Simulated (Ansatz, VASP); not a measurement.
One calculation of CeO2, two programs

```
Ce O
1.0
     0.00000    2.73219    2.73219
     2.73219    0.00000    2.73219
     2.73219    2.73219    0.00000
Ce O
1 2
Direct
  0.00000 0.00000 0.00000
  0.25000 0.25000 0.25000
  0.75000 0.75000 0.75000
```

Alike in both runs: task single point; functional PBE; k mesh 6 × 6 × 6; no spin polarisation.

|  | VASP | Ansatz |
| --- | --- | --- |
| version | VASP 6.6.1 | Ansatz 0.2.0 |
| potentials or method | VASP PAW PBE potentials, release 64 (Ce, O) | plane waves, PAW |
| plane-wave cutoff (eV) | 520 | 420 |
| occupations | gaussian, width 0.01 eV | fixed |
| valence electrons in the cell | 24 | 24 |

```tsv
	VASP	Ansatz	Ansatz less VASP
gap on the k mesh at the Fermi level (eV)	1.97	2.01	+0.033
pressure (GPa)	-0.1	0.0	+0.05
```

Neither program's run includes spin-orbit coupling.
